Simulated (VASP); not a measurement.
# LiCl in VASP: a series of runs

Runs on LiCl. Level: PBE. Tasks: single point.

Program: VASP 6.6.1. These are calculated values, not measurements. Logs are shortened: lines on timing, memory, paths and dates and some standing lists are left out, and cuts for length are marked.

## (1) The cell of the first run

Symmetry: P4_2/mnm, No. 136, tetragonal system. The conventional cell has a = 6.812 Å, b = 6.812 Å, c = 3.994 Å, α = 90.00°, β = 90.00°, γ = 90.00°. Li (site symmetry m2m) has 4 Cl at 2.41 to 2.45 Å within 3.2 Å. Cl (site symmetry m2m) has 4 Li at 2.41 to 2.45 Å within 3.2 Å.

## (2) Single point, PBE (volume scaled by 1.06, then relaxed in part)

INCAR

```
  PREC = Accurate
  ENCUT = 520
  EDIFF = 1E-7
  ISMEAR = 0
  SIGMA = 0.02
  LREAL = False
  LASPH = True
  NELM = 80
  ALGO = Normal
  ISIF = 2
  LWAVE = False
  LCHARG = False
  GGA = PE
  NBANDS = 30
```

KPOINTS

```
regular mesh
0
Gamma
  4 4 6
```

POSCAR

```
LiCl
1.0
    6.8119635059      0.0000000000      0.0000000000
    0.0000000000      6.8119635059      0.0000000000
    0.0000000000      0.0000000000      3.9938734850
Li Cl
4 4
Direct
    0.6710884660      0.6710884660      0.0000000000
    0.8289115340      0.1710884660      0.5000000000
    0.3289115340      0.3289115340      0.0000000000
    0.1710884660      0.8289115340      0.5000000000
    0.8119121843      0.8119121843      0.5000000000
    0.6880878157      0.3119121843      0.0000000000
    0.1880878157      0.1880878157      0.5000000000
    0.3119121843      0.6880878157      0.0000000000
```

Potentials or basis: VASP PAW PBE potentials, release 64 (Li_sv, Cl).

Launch:

```console
$ cat potpaw_PBE.64/Li_sv/POTCAR potpaw_PBE.64/Cl/POTCAR > POTCAR
$ mpirun -np 1 vasp_std > vasp.out
```

OUTCAR:

```text
PREC = Accurate
   ENCUT = 520
   EDIFF = 1E-7
   ISMEAR = 0
   LREAL = False
   LASPH = True
   NELM = 80
   ISIF = 2
   GGA = PE

 ion  position               nearest neighbor table
   1  0.671  0.671  0.000-   5 2.41   5 2.41   8 2.45   6 2.45
   2  0.829  0.171  0.500-   6 2.41   6 2.41   7 2.45   5 2.45
   3  0.329  0.329  0.000-   7 2.41   7 2.41   8 2.45   6 2.45
   4  0.171  0.829  0.500-   8 2.41   8 2.41   5 2.45   7 2.45
   5  0.812  0.812  0.500-   1 2.41   1 2.41   4 2.45   2 2.45
   6  0.688  0.312  0.000-   2 2.41   2 2.41   3 2.45   1 2.45
   7  0.188  0.188  0.500-   3 2.41   3 2.41   4 2.45   2 2.45
   8  0.312  0.688  0.000-   4 2.41   4 2.41   1 2.45   3 2.45

  LATTYP: Found a simple tetragonal cell.
 ALAT       =     6.8119635059
 C/A-ratio  =     0.5863028305

  Lattice vectors:

 A1 = (   6.8119635059,   0.0000000000,   0.0000000000)
 A2 = (   0.0000000000,   6.8119635059,   0.0000000000)
 A3 = (   0.0000000000,   0.0000000000,   3.9938734850)

Analysis of symmetry for initial positions (statically):
=====================================================================
 Subroutine PRICEL returns:
 Original cell was already a primitive cell.

 Routine SETGRP: Setting up the symmetry group for a
 simple tetragonal supercell.

 Subroutine GETGRP returns: Found 16 space group operations
 (whereof  8 operations were pure point group operations)
 out of a pool of 16 trial point group operations.

The static configuration has the point symmetry D_2h.
 The point group associated with its full space group is D_4h.

Analysis of symmetry for dynamics (positions and initial velocities):
=====================================================================
 Subroutine PRICEL returns:
 Original cell was already a primitive cell.

 Routine SETGRP: Setting up the symmetry group for a
 simple tetragonal supercell.

 Subroutine GETGRP returns: Found 16 space group operations
 (whereof  8 operations were pure point group operations)
 out of a pool of 16 trial point group operations.

The dynamic configuration has the point symmetry D_2h.
 The point group associated with its full space group is D_4h.

 Subroutine INISYM returns: Found 16 space group operations
 (whereof  8 operations are pure point group operations),
 and found     1 'primitive' translations

----------------------------------------------------------------------------------------

                                     Primitive cell

  volume of cell :     185.3271

  direct lattice vectors                    reciprocal lattice vectors
     6.811963506  0.000000000  0.000000000     0.146800552  0.000000000  0.000000000
     0.000000000  6.811963506  0.000000000     0.000000000  0.146800552  0.000000000
     0.000000000  0.000000000  3.993873485     0.000000000  0.000000000  0.250383495

  length of vectors
     6.811963506  6.811963506  3.993873485     0.146800552  0.146800552  0.250383495

  position of ions in fractional coordinates (direct lattice)
     0.671088466  0.671088466  0.000000000
     0.828911534  0.171088466  0.500000000
     0.328911534  0.328911534  0.000000000
     0.171088466  0.828911534  0.500000000
     0.811912184  0.811912184  0.500000000
     0.688087816  0.311912184  0.000000000
     0.188087816  0.188087816  0.500000000
     0.311912184  0.688087816  0.000000000

  ion indices of the primitive-cell ions
   primitive index   ion index
                 1           1
                 2           2
                 3           3
                 4           4
                 5           5
                 6           6
                 7           7
                 8           8

----------------------------------------------------------------------------------------

 KPOINTS: regular mesh

Automatic generation of k-mesh.
 Grid dimensions read from file:
 generate k-points for:    4    4    6

 Generating k-lattice:

  Cartesian coordinates                     Fractional coordinates (reciprocal lattice)
     0.036700138  0.000000000  0.000000000     0.250000000  0.000000000  0.000000000
     0.000000000  0.036700138  0.000000000     0.000000000  0.250000000  0.000000000
     0.000000000  0.000000000  0.041730582     0.000000000  0.000000000  0.166666667

  Length of vectors
     0.036700138  0.036700138  0.041730582

  Shift w.r.t. Gamma in fractional coordinates (k-lattice)
     0.000000000  0.000000000  0.000000000

 Subroutine IBZKPT returns following result:
 ===========================================

 Found     24 irreducible k-points:

 Following reciprocal coordinates:
            Coordinates               Weight
  0.000000  0.000000  0.000000      1.000000
  0.250000  0.000000  0.000000      4.000000
  0.500000  0.000000  0.000000      2.000000
  0.250000  0.250000  0.000000      4.000000
  0.500000  0.250000  0.000000      4.000000
  0.500000  0.500000  0.000000      1.000000
[... 16 lines left out ...]
  0.500000  0.250000  0.500000      4.000000
  0.500000  0.500000  0.500000      1.000000
   k-points           NKPTS =     24   k-points in BZ     NKDIM =     24   number of bands    NBANDS=     30
   number of dos      NEDOS =    301   number of ions     NIONS =      8
   total plane-waves  NPLWV =  87480
   dimension x,y,z NGX =    54 NGY =   54 NGZ =   30
   dimension x,y,z NGXF=   108 NGYF=  108 NGZF=   60
   ions per type =               4   4
   NGX,Y,Z   is equivalent  to a cutoff of  13.18, 13.18, 12.49 a.u.
   NGXF,Y,Z  is equivalent  to a cutoff of  26.36, 26.36, 24.98 a.u.
 SYSTEM =  unknown system
   PREC   = accura    normal or accurate (medium, high low for compatibility)
   ISTART =      0    job   : 0-new  1-cont  2-samecut
   ICHARG =      2    charge: 1-file 2-atom 10-const
   ISPIN  =      1    spin polarized calculation?
   LNONCOLLINEAR =      F non collinear calculations
   LSORBIT =      F    spin-orbit coupling
   LASPH  =      T    aspherical Exc in radial PAW
   ENCUT  =  520.0 eV  38.22 Ry    6.18 a.u.  12.67 12.67  7.43*2*pi/ulx,y,z
   NELM   =     80;   NELMIN=  2; NELMDL= -5     # of ELM steps
   EDIFF  = 0.1E-06   stopping-criterion for ELM
   LREAL  =      F    real-space projection
   EDIFFG = 0.1E-05   stopping-criterion for IOM
   NSW    =      0    number of steps for IOM
   IBRION =     -1    ionic relax: 0-MD 1-quasi-New 2-CG
   NFREE  =      0    steps in history (QN), initial steepest desc. (CG)
   ISIF   =      2    stress and relaxation
   ISYM   =      2    0-nonsym 1-usesym 2-fastsym
   POTIM  = 0.5000    time-step for ionic-motion
   TEBEG  =    0.0;   TEEND  =   0.0 temperature during run
   PSTRESS=    0.0 pullay stress
   NELECT =      40.0000    total number of electrons
   NUPDOWN=      -1.0000    fix difference up-down
   EMIN   =  10.00;   EMAX   =-10.00  energy-range for DOS
   EFERMI =   0.00;   METHOD = LEGACY
   ISMEAR =     0;   SIGMA  =   0.02  broadening in eV -4-tet -1-fermi 0-gaus
   EFERMI_NEDOS =   21; number of points for ismear=-14 and -15
   IALGO  =     38    algorithm
   IMIX   =      4    mixing-type and parameters
     AMIX     =   0.40;   BMIX     =  1.00
     AMIX_MAG =   1.60;   BMIX_MAG =  1.00
  volume/ion in A,a.u.               =      23.17       156.33
  Fermi-wavevector in a.u.,A,eV,Ry     =   0.982008  1.855727 13.120648  0.964340
  Thomas-Fermi vector in A             =   2.113058
   LORBIT       =      0    0 simple, 1 ext, 2 COOP (PROOUT), +10 PAW based schemes
   GGA     = PE    functional components
   LHFCALC =     F    Hartree Fock is set to
   AEXX    =    0.0000 exact exchange contribution
   IVDW    =     0    specifies the selected vdW correction
   LEPSILON=     F    determine dielectric tensor
   LRPA    =     F    only Hartree local field effects (RPA)
 non-spin polarized calculation
 Gauss-broadening in eV      SIGMA  =   0.02
  energy-cutoff  :      520.00
  volume of cell :      185.33
 maximum number of plane-waves:      5023
 NGX is ok and might be reduce to    54
   NGX = 25   NGY = 25   NGZ = 15

 number of electron      39.9999934 magnetization

 Free energy of the ion-electron system (eV)
  ---------------------------------------------------
  ext. energy  EPLUGINS =         0.00000000
  ---------------------------------------------------
  free energy    TOTEN  =       -29.65710978 eV

  energy without entropy =      -29.65710978  energy(sigma->0) =      -29.65710978

 E-fermi :  -1.7267     XC(G=0):  -7.1894

 val. band max:       -1.8438783099   @ k =   0.0000   0.0000   0.0000
 cond. band min:       3.9037561152   @ k =   0.0000   0.0000   0.0000
 fundamental gap:      5.7476344251
 Fermi energy:        -1.7267198368

 k-point     1 :       0.0000    0.0000    0.0000
  band No.  band energies     occupation
      1     -44.9076      2.00000
      2     -44.9066      2.00000
      3     -44.9057      2.00000
      4     -44.9057      2.00000
      5     -14.3985      2.00000
      6     -14.1545      2.00000
[... 22 lines left out ...]
     29       8.3829      0.00000
     30       8.5482      0.00000

 k-point     2 :       0.2500    0.0000    0.0000
  band No.  band energies     occupation
      1     -44.9075      2.00000
      2     -44.9068      2.00000
      3     -44.9056      2.00000
      4     -44.9056      2.00000
      5     -14.3707      2.00000
      6     -14.2138      2.00000
[... 22 lines left out ...]
     29       8.2092      0.00000
     30       8.4813      0.00000

 k-point     3 :       0.5000    0.0000    0.0000
  band No.  band energies     occupation
      1     -44.9072      2.00000
      2     -44.9072      2.00000
      3     -44.9056      2.00000
      4     -44.9056      2.00000
      5     -14.2990      2.00000
      6     -14.2990      2.00000
[... 22 lines left out ...]
     29       8.3043      0.00000
     30       8.3044      0.00000

 k-point     4 :       0.2500    0.2500    0.0000
  band No.  band energies     occupation
      1     -44.9074      2.00000
      2     -44.9069      2.00000
      3     -44.9057      2.00000
      4     -44.9056      2.00000
      5     -14.3458      2.00000
      6     -14.2251      2.00000
[... 22 lines left out ...]
     29       8.1027      0.00000
     30       8.3695      0.00000

 k-point     5 :       0.5000    0.2500    0.0000
  band No.  band energies     occupation
      1     -44.9071      2.00000
      2     -44.9071      2.00000
      3     -44.9056      2.00000
      4     -44.9056      2.00000
      5     -14.2840      2.00000
      6     -14.2840      2.00000
[... 22 lines left out ...]
     29       8.5228      0.00000
     30       8.5244      0.00000
[... 526 lines left out ...]
     29       8.7771      0.00000
     30       8.8038      0.00000

 k-point    22 :       0.2500    0.2500    0.5000
  band No.  band energies     occupation
      1     -44.9068      2.00000
      2     -44.9068      2.00000
      3     -44.9053      2.00000
      4     -44.9053      2.00000
      5     -14.1917      2.00000
      6     -14.1911      2.00000
[... 22 lines left out ...]
     29       8.6640      0.00000
     30       8.9421      0.00000

 k-point    23 :       0.5000    0.2500    0.5000
  band No.  band energies     occupation
      1     -44.9068      2.00000
      2     -44.9068      2.00000
      3     -44.9053      2.00000
      4     -44.9053      2.00000
      5     -14.1891      2.00000
      6     -14.1891      2.00000
[... 22 lines left out ...]
     29       8.5245      0.00000
     30       8.5245      0.00000

 k-point    24 :       0.5000    0.5000    0.5000
  band No.  band energies     occupation
      1     -44.9067      2.00000
      2     -44.9067      2.00000
      3     -44.9053      2.00000
      4     -44.9053      2.00000
      5     -14.1873      2.00000
      6     -14.1873      2.00000
[... 22 lines left out ...]
     29       8.9178      0.00000
     30       8.9179      0.00000

------------------------ aborting loop because EDIFF is reached ----------------------------------------

  FORCE on cell =-STRESS in cart. coord.  units (eV):
  Direction    XX          YY          ZZ          XY          YZ          ZX
  --------------------------------------------------------------------------------------
  -------------------------------------------------------------------------------------
  Total       -1.3777638     -1.3777638     -1.3988993      0.0000000      0.0000000      0.0000000
  in kB      -11.9109506    -11.9109506    -12.0936695      0.0000000      0.0000000      0.0000000
  external PRESSURE =     -11.9718569 kB  Pullay stress =       0.0000000 kB

 VOLUME and BASIS-vectors are now :
 -----------------------------------------------------------------------------
  energy-cutoff  :      520.00
  volume of cell :      185.33
      direct lattice vectors                 reciprocal lattice vectors
     6.811963506  0.000000000  0.000000000     0.146800552  0.000000000  0.000000000
     0.000000000  6.811963506  0.000000000     0.000000000  0.146800552  0.000000000
     0.000000000  0.000000000  3.993873485     0.000000000  0.000000000  0.250383495

 POSITION                                       TOTAL-FORCE (eV/Angst)
 -----------------------------------------------------------------------------------
      4.57143      4.57143      0.00000        -0.001017     -0.001017     -0.000000
      5.64652      1.16545      1.99694         0.001017     -0.001017     -0.000000
      2.24053      2.24053      0.00000         0.001017      0.001017      0.000000
      1.16545      5.64652      1.99694        -0.001017      0.001017     -0.000000
      5.53072      5.53072      1.99694         0.002325      0.002325     -0.000000
      4.68723      2.12473      0.00000        -0.002325      0.002325     -0.000000
      1.28125      1.28125      1.99694        -0.002325     -0.002325      0.000000
      2.12473      4.68723      0.00000         0.002325     -0.002325     -0.000000
 -----------------------------------------------------------------------------------
    total drift:                               -0.000000     -0.000000     -0.000000

  FREE ENERGIE OF THE ION-ELECTRON SYSTEM (eV)
  ---------------------------------------------------
  free  energy   TOTEN  =       -29.6571097768 eV

  energy  without entropy=      -29.6571097768  energy(sigma->0) =      -29.65710978
```

Wall time 1.7 min (1 thread of Intel Xeon Platinum 8488C (Sapphire Rapids), shared host); peak memory 0.31 GiB.

Results:

| Item | Value |
| --- | --- |
| Free energy | -29.6571 eV |
| Largest force | 0.003 eV/Å |
| Band gap on the k mesh | 5.75 eV, direct |

Forces in eV/Å, atoms in the order of the input:
```
Li  -0.001 -0.001  0.000
Li   0.001 -0.001  0.000
Li   0.001  0.001  0.000
Li  -0.001  0.001  0.000
Cl   0.002  0.002  0.000
Cl  -0.002  0.002  0.000
Cl  -0.002 -0.002  0.000
Cl   0.002 -0.002  0.000
```

Levels at points of the mesh, in eV from the valence-band top:
```tsv
k point	band 17	band 18	band 19	band 20	band 21	band 22	band 23	band 24
(0.00, 0.00, 0.00)	-0.09	-0.02	-0.02	0.00	5.75	8.11	8.26	8.26
(0.50, 0.00, 0.00)	-0.19	-0.19	-0.17	-0.17	6.89	6.89	7.94	7.94
(0.50, 0.50, 0.00)	-0.33	-0.33	-0.31	-0.31	7.27	7.27	7.37	7.37
(0.00, 0.00, 0.50)	-0.52	-0.52	-0.48	-0.48	8.00	8.00	8.86	8.86
(0.50, 0.00, 0.50)	-0.47	-0.47	-0.28	-0.28	8.01	8.01	8.05	8.05
(0.50, 0.50, 0.50)	-0.44	-0.44	-0.33	-0.33	7.27	7.27	7.63	7.63
```

Caveat: the cell differs from its parent crystal (volume scaled by 1.06, then relaxed in part); the cutoff is under 1.25 times the usual one of these potentials, so pressure, stress and relaxed cells hold a basis-set (Pulay) error.

## (3) Single point, PBE

This run uses another cell than the first one, of 21.85 Å³/atom, 0.943 times its volume.

INCAR

```
PREC = Accurate
ENCUT = 520
EDIFF = 1E-6
ISMEAR = 0
SIGMA = 0.1
LREAL = F
LASPH = T
NELM = 80
ALGO = Normal
ISIF = 2
LWAVE = F
LCHARG = F
GGA = PE
NBANDS = 30
```

KPOINTS

```
regular mesh
0
Gamma
  4 2 2
```

POSCAR

```
LiCl
1.0
    0.0000000000      0.0000000000      3.9498443742
    6.6531381187      0.0000000000      0.0000000000
    0.0000000000      6.6531381187      0.0000000000
Li Cl
4 4
Direct
    0.0000000000      0.6709042070      0.6709042070
    0.5000000000      0.8290957930      0.1709042070
    0.0000000000      0.3290957930      0.3290957930
    0.5000000000      0.1709042070      0.8290957930
    0.5000000000      0.8097929963      0.8097929963
    0.0000000000      0.6902070037      0.3097929963
    0.5000000000      0.1902070037      0.1902070037
    0.0000000000      0.3097929963      0.6902070037
```

Potentials or basis: VASP PAW PBE potentials, release 64 (Li_sv, Cl).

Launch:

```console
$ cat potpaw_PBE.64/Li_sv/POTCAR potpaw_PBE.64/Cl/POTCAR > POTCAR
$ mpirun -np 1 vasp_std > vasp.out
```

OUTCAR:

```text
PREC = Accurate
   ENCUT = 520
   EDIFF = 1E-6
   ISMEAR = 0
   LREAL = F
   LASPH = T
   NELM = 80
   ISIF = 2
   GGA = PE

 ion  position               nearest neighbor table
   1  0.000  0.671  0.671-   5 2.37   5 2.37   8 2.41   6 2.41
   2  0.500  0.829  0.171-   6 2.37   6 2.37   7 2.41   5 2.41
   3  0.000  0.329  0.329-   7 2.37   7 2.37   8 2.41   6 2.41
   4  0.500  0.171  0.829-   8 2.37   8 2.37   5 2.41   7 2.41
   5  0.500  0.810  0.810-   1 2.37   1 2.37   4 2.41   2 2.41
   6  0.000  0.690  0.310-   2 2.37   2 2.37   3 2.41   1 2.41
   7  0.500  0.190  0.190-   3 2.37   3 2.37   4 2.41   2 2.41
[... 495 lines left out ...]
  Total       -0.0730586     -0.0730586     -0.0517456      0.0000000      0.0000000      0.0000000
  in kB       -0.6694970     -0.6694970     -0.4741887      0.0000000      0.0000000      0.0000000
  external PRESSURE =      -0.6043942 kB  Pullay stress =       0.0000000 kB

 VOLUME and BASIS-vectors are now :
 -----------------------------------------------------------------------------
  energy-cutoff  :      520.00
  volume of cell :      174.84
      direct lattice vectors                 reciprocal lattice vectors
     0.000000000  0.000000000  3.949844374     0.000000000  0.000000000  0.253174532
     6.653138119  0.000000000  0.000000000     0.150305011  0.000000000  0.000000000
     0.000000000  6.653138119  0.000000000     0.000000000  0.150305011  0.000000000

 POSITION                                       TOTAL-FORCE (eV/Angst)
 -----------------------------------------------------------------------------------
      4.46362      4.46362      0.00000        -0.000393     -0.000393     -0.000000
      5.51609      1.13705      1.97492         0.000393     -0.000393     -0.000000
      2.18952      2.18952      0.00000         0.000393      0.000393     -0.000000
      1.13705      5.51609      1.97492        -0.000393      0.000393     -0.000000
      5.38766      5.38766      1.97492         0.000468      0.000468      0.000000
      4.59204      2.06110      0.00000        -0.000468      0.000468     -0.000000
      1.26547      1.26547      1.97492        -0.000468     -0.000468     -0.000000
      2.06110      4.59204      0.00000         0.000468     -0.000468     -0.000000
 -----------------------------------------------------------------------------------
    total drift:                                0.000000      0.000000      0.000000

  FREE ENERGIE OF THE ION-ELECTRON SYSTEM (eV)
  ---------------------------------------------------
  free  energy   TOTEN  =       -29.6936195375 eV

  energy  without entropy=      -29.6936195375  energy(sigma->0) =      -29.69361954
```

Run time: 35 s. Hardware: 1 thread of AMD EPYC 7R13 (Zen 3), shared host; peak memory 0.23 GiB.

What came out:

- Free energy: -29.6936 eV
- Band gap on the k mesh: 5.91 eV, direct

Caveat: the k points lie up to 0.47 Å⁻¹ apart; the cutoff is under 1.25 times the usual one of these potentials, so pressure, stress and relaxed cells hold a basis-set (Pulay) error. A hybrid or GW would open this gap; PBE tends to underestimate it.

(Part 1 of 2 ends here.)
